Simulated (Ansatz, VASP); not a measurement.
## Two plane-wave programs on SnRu4

```xyz
5
Lattice="4.5775 0.0000 0.0000 0.0000 4.5775 0.0000 0.0000 0.0000 4.5775" Properties=species:S:1:pos:R:3 pbc="T T T"
Sn    0.0000    0.0000    0.0000
Ru    1.4161    1.4161    1.4161
Ru    3.1614    3.1614    1.4161
Ru    1.4161    3.1614    3.1614
Ru    3.1614    1.4161    3.1614
```

Change from the starting cell: species swapped into the SnI4 type (P-43m, No. 215).

Alike in both runs: functional PBE; k mesh 8 × 8 × 8; occupations gaussian, width 0.1 eV; no spin polarisation.

Ansatz relaxed the structure, and its values are those at the end. VASP's run is a single point on that final structure, the one shown.

|  | VASP | Ansatz |
| --- | --- | --- |
| version | VASP 6.6.1 | Ansatz 0.2.0 |
| potentials or method | VASP PAW PBE potentials, release 64 (Sn_d, Ru_pv), cutoff 520 eV | scalar-relativistic, plane waves, PAW |
| valence electrons in the cell | 70 | 78 |

Ansatz gave:

* gap on the k mesh at the Fermi level (eV): none
* pressure (GPa): 0.0
* rms of the force components (eV/Å): 0.000

Q: Estimate VASP's values.

A: gap on the k mesh at the Fermi level (eV): none; pressure (GPa): 0.1; rms of the force components (eV/Å): 0.011.

A gap of «none» marks a metal or a gap that the smearing closes. VASP's potentials hold 70 valence electrons a cell and Ansatz's 78, so a difference there can come from the potentials and not from the codes.
